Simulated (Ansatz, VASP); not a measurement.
# SiC: VASP beside Ansatz

```xyz
2
Lattice="0.0000 2.1420 2.1420 2.1420 0.0000 2.1420 2.1709 2.1709 -0.0288" Properties=species:S:1:pos:R:3 pbc="T T T"
Si    0.0000    0.0000    0.0000
C     3.2347    3.2347    3.1914
```

Alike in both runs: task single point; functional PBEsol; k mesh 12 × 12 × 12; occupations gaussian, width 0.05 eV; no spin polarisation.

|  | VASP | Ansatz |
| --- | --- | --- |
| version | VASP 6.6.1 | Ansatz 0.2.0 |
| potentials or method | VASP PAW PBE potentials, release 64 (Si, C), cutoff 520 eV | scalar-relativistic, plane waves, PAW |
| valence electrons in the cell | 8 | 8 |

|  | VASP | Ansatz | Ansatz less VASP |
| --- | --- | --- | --- |
| gap on the k mesh at the Fermi level (eV) | 1.16 | 1.17 | +0.011 |
| least direct gap on the mesh (eV) | 4.36 | 4.38 | +0.016 |
| pressure (GPa) | 7.7 | 7.3 | -0.38 |
| traceless stress, the component that is largest in VASP (GPa) | -3.90 | -3.88 | +0.021 |
| rms of the force components (eV/Å) | 0.125 | 0.124 | -0.0012 |

VASP's potentials were made for PBE, not for PBEsol, and Ansatz warns of the same on its side. Atom by atom the forces differ by 0.001 eV/Å (rms over components).
